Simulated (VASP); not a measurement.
## Zr3ZnN2: single point with PBE

The system is Zr3ZnN2.

```xyz
6
Lattice="5.9731 0.0000 0.0000 -2.9866 5.1729 0.0000 0.0000 0.0000 3.0952" Properties=species:S:1:pos:R:3 pbc="T T T"
Zr    2.9866    0.0000    0.0000
Zr   -1.4933    2.5864    0.0000
Zr    1.4933    2.5864    0.0000
Zn    0.0000    0.0000    0.0000
N     0.0000    3.4486    1.5476
N     2.9866    1.7243    1.5476
```

The cell was built from a structure type or drawn by symmetry, and may not be a known phase.

```
Program             : VASP 6.6.1
Task                : single point
Functional          : PBE
Potentials or basis : VASP PAW PBE potentials, release 64 (Zr_sv, Zn, N)
Cutoff              : 520 eV
k mesh              : 3 × 3 × 6
Occupations         : gaussian, width 0.1 eV
Spin                : no spin polarisation
```

The pressure is 0.2 GPa and the band gap on the k mesh is zero (bands 29 and 30 overlap by 1.34 eV).

Levels at points of the mesh, in eV from the Fermi level:
```tsv
k point	band 27	band 28	band 29	band 30	band 31	band 32
(0.00, 0.00, 0.00)	-2.19	-1.24	-1.24	0.92	0.92	2.10
(0.00, 0.00, 0.50)	-0.94	-0.94	-0.31	0.10	0.10	1.94
```

Wall time 34 s on 1 thread of AMD EPYC 9R45 96-Core Processor (Zen 5), with other jobs on the host, peak memory 0.21 GiB.

Caveat: the k points lie up to 0.40 Å⁻¹ apart, too coarse for converged energies and pressures of a metal.
